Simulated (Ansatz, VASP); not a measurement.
**TaN: VASP beside Ansatz**

```
Ta N
1.0
     2.93800    0.00000    0.00000
    -1.46900    2.54438    0.00000
     0.00000    0.00000    2.88300
Ta N
1 1
Direct
  0.33333 0.66667 0.50000
  0.00000 0.00000 0.00000
```

Alike in both runs: task electric field gradients; functional r2SCAN; k mesh 12 × 12 × 10; occupations fermi-dirac, width 0.02 eV; no spin polarisation.

```csv
,VASP,Ansatz
version,VASP 6.6.1,Ansatz 0.2.0
potentials or method,"VASP PAW PBE potentials, release 64 (Ta_sv_GW, N)","PAW with Ansatz's default frozen-core files, scalar-relativistic"
plane-wave cutoff (eV),580,500
valence electrons in the cell,18,18
```

Ansatz gave:

| Quantity | Value |
| --- | --- |
| pressure (GPa) | -0.2 |
| traceless stress, the component that is largest in VASP (GPa) | 0.44 |
| size of Vzz on the site where it differs most (V/Å²) | 42.7 |

Question: What did VASP give for the same quantities?

Answer: Pressure (GPa): -0.4; traceless stress, the component that is largest in VASP (GPa): 0.53; size of Vzz on the site where it differs most (V/Å²): 22.8.

VASP's potentials were made for PBE, not for r2SCAN. With one functional, cell and mesh, what is left measures potentials, basis and numerics.

Spin-orbit coupling is off throughout.
